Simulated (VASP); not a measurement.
Here is a VASP 6.6.1 calculation.

Contents of POSCAR:

```
WS2
1.0
    3.0220406321      0.0000000000      0.0000000000
   -1.5110203161      2.6171639587      0.0000000000
    0.0000000000      0.0000000000     17.3745085036
W S
1 2
Direct
    0.3333333333      0.6666666667      0.0000000000
    0.6666666667      0.3333333333      0.9080224902
    0.6666666667      0.3333333333      0.0919775098
```

The input INCAR.step1:

```
ALGO = Normal
EDIFF = 1E-4
ENCUT = 520
GGA = PE
ISMEAR = 0
LASPH = True
LCHARG = False
LREAL = False
LWAVE = True
NBANDS = 20
NELM = 80
PREC = Accurate
SIGMA = 0.05
```

File INCAR.step2:

```
ALGO = Normal
EDIFF = 1E-6
ENCUT = 520
ISIF = 2
ISMEAR = 0
ISTART = 1
LASPH = True
LCHARG = False
LMIXTAU = True
LREAL = False
LWAVE = False
METAGGA = R2SCAN
NBANDS = 20
NELM = 80
PREC = Accurate
SIGMA = 0.05
```

File KPOINTS:

```
k-points
0
Gamma
  12 12 2
```

Potentials or basis: VASP PAW PBE potentials, release 64 (W_sv, S).

Run with:

```console
$ cat potpaw_PBE.64/W_sv/POTCAR potpaw_PBE.64/S/POTCAR > POTCAR
$ cp INCAR.step1 INCAR
$ mpirun -np 1 vasp_std > vasp.out
$ cp INCAR.step2 INCAR
$ mpirun -np 1 vasp_std > vasp.out
```

(1) What does it give for the largest force?

(2) What does it give for the band gap on the k mesh?

Results:

(1) 0.447 eV/Å.

(2) 2.01 eV (least direct gap 2.73 eV).

Caveat: the cell differs from its parent crystal (strain -0.050 along x and y, +0.025 along z); the PAW data sets were made with another functional, which shifts forces and pressure a little; spin-orbit coupling is left out, which moves the levels of the heavy elements.
